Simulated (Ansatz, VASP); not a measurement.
## Two plane-wave programs on MgMnNbO4

INCAR

```
PREC = Accurate
ENCUT = 600
EDIFF = 1E-6
ISMEAR = -1
SIGMA = 0.05
LREAL = False
LASPH = True
NELM = 200
ALGO = Normal
ISIF = 2
LWAVE = False
LCHARG = False
ISPIN = 2
MAGMOM = 0 4 0 0 0 0 0
LORBIT = 11
LMAXMIX = 4
GGA = PE
NBANDS = 39
GGA_COMPAT = False
KPAR = 4
```

Contents of KPOINTS:

```
Automatic mesh
0
Gamma
  9 9 9
```

The input POSCAR:

```
MgMnNbO4
1.0
   -2.1127832680      2.1150117766      4.8071789139
    2.1127832680     -2.1150117766      4.8071789139
    2.1127832680      2.1150117766     -4.8071789139
Nb Mn Mg O
1 1 1 4
Direct
    0.0001230000      0.0001230000      0.0000000000
    0.7490940000      0.2490940000      0.5000000000
    0.2503950000      0.7503950000      0.5000000000
    0.7755000000      0.7755000000      0.0000000000
    0.0128660000      0.5128660000      0.5000000000
    0.2247700000      0.2247700000      0.0000000000
    0.4872520000      0.9872520000      0.5000000000
```

The input input.yaml:

```yaml
crystal:
  lattice:
    - [-2.112783268, 2.1150117766, 4.8071789139]
    - [2.112783268, -2.1150117766, 4.8071789139]
    - [2.112783268, 2.1150117766, -4.8071789139]
  atoms:
    - { symbol: Nb, position: [0.000123, 0.000123, 0.0] }
    - { symbol: Mn, position: [0.749094, 0.249094, 0.5], spin: 4.0 }
    - { symbol: Mg, position: [0.250395, 0.750395, 0.5] }
    - { symbol: O, position: [0.7755, 0.7755, 0.0] }
    - { symbol: O, position: [0.012866, 0.512866, 0.5] }
    - { symbol: O, position: [0.22477, 0.22477, 0.0] }
    - { symbol: O, position: [0.487252, 0.987252, 0.5] }
hamiltonian:
  xc: pbe
  pseudopotentials: { kind: paw }
magnetization:
  spin_polarized: true
kpoints:
  mp_grid: { grid: [9, 9, 9] }
scf:
  occupations: { method: fermi_dirac, width: 0.05 }
output:
  forces: true
  stress: true
  eigenvalues: true
  write_density: true
  write_potential: true
  elf: true
  volumetric_format: npy
```

Alike in both runs: task single point; functional PBE; k mesh 9 × 9 × 9; occupations fermi-dirac, width 0.05 eV; collinear spin.

```csv
,VASP,Ansatz
version,VASP 6.6.1,Ansatz 0.2.0
potentials or method,"VASP PAW PBE potentials, release 64 (Nb_sv, Mn_pv, Mg, O)",Ansatz PAW
plane-wave cutoff (eV),600,420
valence electrons in the cell,52,62
```

Ansatz gave:

- gap on the k mesh at the Fermi level (eV): none
- pressure (GPa): -10.9
- traceless stress, the component that is largest in VASP (GPa): 2.38
- rms of the force components (eV/Å): 0.092
- net moment per atom (μB): 0.56
- size of the moment on the site where the two differ most (μB): 3.90

Q: Which values does VASP return?

A: gap on the k mesh at the Fermi level (eV): none; pressure (GPa): -11.2; traceless stress, the component that is largest in VASP (GPa): 2.31; rms of the force components (eV/Å): 0.096; net moment per atom (μB): 0.56; size of the moment on the site where the two differ most (μB): 4.27.

Site moments also hang on the region over which each program counts them. Atom by atom the forces differ by 0.005 eV/Å (rms over components). A gap of «none» marks a metal or a gap that the smearing closes. VASP's potentials hold 52 valence electrons a cell and Ansatz's 62, so a difference there can come from the potentials and not from the codes.
